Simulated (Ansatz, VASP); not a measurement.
## One calculation of GaP, two programs

```
CELL_PARAMETERS angstrom
0.00000 2.62424 2.81707
2.81707 0.00000 2.81707
2.81707 2.62424 0.00000
ATOMIC_POSITIONS crystal
Ga 0.00000 0.00000 0.00000
P 0.75000 0.75000 0.75000
```

Change from the starting cell: mode 4 frozen in at +0.000 Å, strain +e along z and -e/2 along x and y -0.0467.

Alike in both runs: task single point; functional PBE; k mesh 8 × 8 × 8; occupations gaussian, width 0.05 eV; no spin polarisation.

|  | VASP | Ansatz |
| --- | --- | --- |
| version | VASP 6.6.1 | Ansatz 0.2.0 |
| potentials or method | VASP PAW PBE potentials, release 64 (Ga_d, P), cutoff 520 eV | scalar-relativistic, plane waves, PAW |
| valence electrons in the cell | 18 | 18 |

Ansatz gave:

| Property | Result |
| --- | --- |
| gap on the k mesh at the Fermi level (eV) | 1.03 |
| least direct gap on the mesh (eV) | 1.33 |
| pressure (GPa) | 0.1 |
| traceless stress, the component that is largest in VASP (GPa) | 3.02 |

Question: Estimate VASP's values.

Answer: gap on the k mesh at the Fermi level (eV): 1.03; least direct gap on the mesh (eV): 1.33; pressure (GPa): 0.0; traceless stress, the component that is largest in VASP (GPa): 3.03.

The functional is the same, so the differences come from potentials, cutoffs and numerics.
